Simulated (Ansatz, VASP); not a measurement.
**SiGe: VASP beside Ansatz**

```xyz
4
Lattice="3.7872 0.0000 0.0000 -1.8936 3.2799 0.0000 0.0000 0.0000 6.4537" Properties=species:S:1:pos:R:3 pbc="T T T"
Si    1.8936    1.0933    5.6435
Si    0.0000    2.1866    2.4167
Ge    1.8936    1.0933    3.2303
Ge    0.0000    2.1866    0.0034
```

Change from the starting cell: strain -0.030 along x and y, +0.000 along z, atoms carried along.

Alike in both runs: task single point; functional r2SCAN; k mesh 12 × 12 × 4; occupations gaussian, width 0.05 eV; no spin polarisation.

```csv
,VASP,Ansatz
version,VASP 6.6.1,Ansatz 0.2.0
potentials or method,"VASP PAW PBE potentials, release 64 (Si, Ge_d), cutoff 520 eV","scalar-relativistic, plane waves, PAW"
valence electrons in the cell,36,36
```

```tsv
	VASP	Ansatz	Ansatz less VASP
gap on the k mesh at the Fermi level (eV)	0.70	0.70	-0.001
least direct gap on the mesh (eV)	1.32	1.32	+0.007
pressure (GPa)	6.0	6.0	+0.04
traceless stress, the component that is largest in VASP (GPa)	-5.02	-5.01	+0.006
rms of the force components (eV/Å)	0.219	0.218	-0.0019
```

VASP's potentials were made for PBE, not for r2SCAN. Atom by atom the forces differ by 0.002 eV/Å (rms over components). With one functional, cell and mesh, what is left measures potentials, basis and numerics.
